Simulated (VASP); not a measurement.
Input of a VASP 6.6.1 run:

Contents of INCAR:

```
SYSTEM = GaN
PREC = Accurate ; ENCUT = 520
EDIFF = 1E-7 ; ISMEAR = 0
SIGMA = 0.05 ; LREAL = .False.
LASPH = .True. ; NELM = 100
ALGO = Normal ; ISIF = 2
LWAVE = .False. ; LCHARG = .False.
GGA = PS ; NBANDS = 26
```

Contents of KPOINTS:

```
regular mesh
0
Gamma
  12 12 6
  0 0 0
```

POSCAR

```
GaN
1.0
    3.2780558418      0.0000000000      0.0000000000
   -1.6390279209      2.8388796340      0.0000000000
    0.0000000000      0.0000000000      5.3409888619
Ga N
2 2
Direct
    0.3333333333      0.6666666667      0.9991941071
    0.6666666667      0.3333333333      0.4991941071
    0.3333333333      0.6666666667      0.3758058929
    0.6666666667      0.3333333333      0.8758058929
```

Potentials or basis: VASP PAW PBE potentials, release 64 (Ga_d, N).

The run is started by

```sh
$ cat potpaw_PBE.64/Ga_d/POTCAR potpaw_PBE.64/N/POTCAR > POTCAR
$ mpirun -np 1 vasp_std > vasp.out
```

(1) Estimate the band gap on the k mesh.

(2) Estimate the largest force.

(3) Predict the pressure.

Results:

(1) 1.31 eV, direct.

(2) 0.014 eV/Å.

(3) -13.8 GPa.

Caveat: the cell differs from its parent crystal (strain +0.030 along x and y, +0.030 along z); the PAW data sets were made with another functional, which shifts forces and pressure a little.
